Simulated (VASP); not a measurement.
TaN:

```
CELL_PARAMETERS angstrom
5.19600 0.00000 0.00000
-2.59800 4.49987 0.00000
0.00000 0.00000 2.91100
ATOMIC_POSITIONS crystal
Ta 0.00000 0.00000 0.00000
Ta 0.66667 0.33333 0.50000
Ta 0.33333 0.66667 0.50000
N 0.00000 0.39285 0.00000
N 0.60715 0.60715 0.00000
N 0.39285 0.00000 0.00000
```

| Property | Result |
| --- | --- |
| Program | VASP 6.6.1 |
| Task | relaxation of cell and atoms |
| Functional | LDA |
| Potentials or basis | VASP PAW LDA potentials, release 64 (Ta_pv, N) |
| Cutoff | 600 eV |
| k mesh | 6 × 6 × 9 |
| Occupations | fermi-dirac, width 0.05 eV |
| Spin | no spin polarisation |

At the start: pressure -8.4 GPa; volume 11.34 Å³/atom.

**Question.** Where does the relaxation end?

**Answer.** Over 10 steps the energy falls by 7.8 meV/atom and the volume is 11.06 Å³/atom (-2.5 %); space group P-62m (No. 189, to 0.1 Å) before and after.

Step by step:
```tsv
step	energy change (eV)	largest force (eV/Å)	pressure (GPa)	volume (Å³)
1	0.0000	0.0336	-8.35	68.06
2	0.2503	0.3180	24.93	62.40
3	-0.0462	0.0649	-0.15	66.41
4	-0.0462	0.0672	0.04	66.37
5	-0.0462	0.0692	0.22	66.34
6	-0.0466	0.0099	0.14	66.35
7	-0.0467	0.0148	0.16	66.35
8	-0.0467	0.0135	0.16	66.35
9	-0.0467	0.0001	-0.30	66.43
10	-0.0467	0.0080	-0.05	66.38
```

Final structure:
```yaml
crystal:
  lattice:
    - [5.16101, 0.00000, 0.00000]
    - [-2.58051, 4.46957, 0.00000]
    - [0.00000, 0.00000, 2.87771]
  atoms:
    - { symbol: Ta, position: [0.00000, 0.00000, 0.00000] }
    - { symbol: Ta, position: [0.66667, 0.33333, 0.50000] }
    - { symbol: Ta, position: [0.33333, 0.66667, 0.50000] }
    - { symbol: N, position: [0.00000, 0.39319, 0.00000] }
    - { symbol: N, position: [0.60681, 0.60681, 0.00000] }
    - { symbol: N, position: [0.39319, 0.00000, 0.00000] }
```
